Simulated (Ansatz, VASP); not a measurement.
## Two plane-wave programs on MgO

```
CELL_PARAMETERS angstrom
0.00000 2.12460 2.12460
2.12460 0.00000 2.12460
2.12460 2.12460 0.00000
ATOMIC_POSITIONS crystal
Mg 0.00000 0.00000 0.00000
O 0.50000 0.50000 0.50000
```

Alike in both runs: task single point; functional LDA; k mesh 11 × 11 × 11; occupations tetrahedron; no spin polarisation.

|  | VASP | Ansatz |
| --- | --- | --- |
| version | VASP 6.6.1 | Ansatz 0.2.0 |
| potentials or method | VASP PAW LDA potentials, release 64 (Mg, O) | Ansatz PAW |
| plane-wave cutoff (eV) | 520 | 420 |
| valence electrons in the cell | 8 | 16 |

```tsv
	VASP	Ansatz	Ansatz less VASP
gap on the k mesh at the Fermi level (eV)	4.40	4.40	0.000
least direct gap on the mesh (eV)	4.40	4.40	0.000
pressure (GPa)	-11.4	-9.7	+1.66
```

LDA's correlation is that of Perdew and Zunger in VASP and of Perdew and Wang (1992) in Ansatz. VASP's potentials hold 8 valence electrons a cell and Ansatz's 16, so a difference there can come from the potentials and not from the codes.

Noted on Ansatz's run: odd divisions of the mesh miss points on the zone boundary, where band edges often lie, so the gap on the mesh can be too wide.
